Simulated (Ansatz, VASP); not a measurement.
One calculation of Zn, two programs

Contents of INCAR:

```
SYSTEM = Zn
ALGO = Fast
EDIFF = 1E-6
ENCUT = 520
GGA = CA
ISIF = 2
ISMEAR = 0
LASPH = .TRUE.
LCHARG = .FALSE.
LREAL = .FALSE.
LWAVE = .FALSE.
NBANDS = 19
NELM = 60
PREC = Accurate
SIGMA = 0.15
```

File KPOINTS:

```
k-points
0
G
  21 21 10
  0 0 0
```

The input POSCAR:

```
Zn
1.0
    2.8246859364      0.0000000000      0.0000000000
   -1.4123429682      2.4462497786      0.0000000000
    0.0000000000      0.0000000000      4.9467000000
Zn
2
Direct
    0.3333333333      0.6666666667      0.2500000000
    0.6666666667      0.3333333333      0.7500000000
```

Input for Ansatz:

```yaml
crystal:
  lattice:
    - [2.8246859364, 0.0, 0.0]
    - [-1.4123429682, 2.4462497786, 0.0]
    - [0.0, 0.0, 4.9467]
  atoms:
    - { symbol: Zn, position: [0.3333333333, 0.6666666667, 0.25] }
    - { symbol: Zn, position: [0.6666666667, 0.3333333333, 0.75] }
basis:
  ecutwfc: 420
kpoints:
  mp_grid: { grid: [21, 21, 10] }
hamiltonian:
  xc: lda
scf:
  occupations: { method: gaussian, width: 0.15 }
output:
  forces: true
  stress: true
  eigenvalues: true
```

Change from the starting cell: strain +0.0600 x Voigt [1, 1, 0, 0, 0, 0], atoms carried along.

Alike in both runs: task single point; functional LDA; k mesh 21 × 21 × 10; occupations gaussian, width 0.15 eV; no spin polarisation.

|  | VASP | Ansatz |
| --- | --- | --- |
| version | VASP 6.6.1 | Ansatz 0.2.0 |
| potentials or method | VASP PAW LDA potentials, release 64 (Zn), cutoff 520 eV | scalar-relativistic, plane waves, PAW |
| valence electrons in the cell | 24 | 24 |

Ansatz gave:

- gap on the k mesh at the Fermi level (eV): none
- pressure (GPa): -13.1
- traceless stress, the component that is largest in VASP (GPa): 2.12

Problem. Which values does VASP return?

Solution. gap on the k mesh at the Fermi level (eV): none; pressure (GPa): -12.7; traceless stress, the component that is largest in VASP (GPa): 2.07.

LDA's correlation is that of Perdew and Zunger in VASP and of Perdew and Wang (1992) in Ansatz. A gap of «none» marks a metal or a gap that the smearing closes.
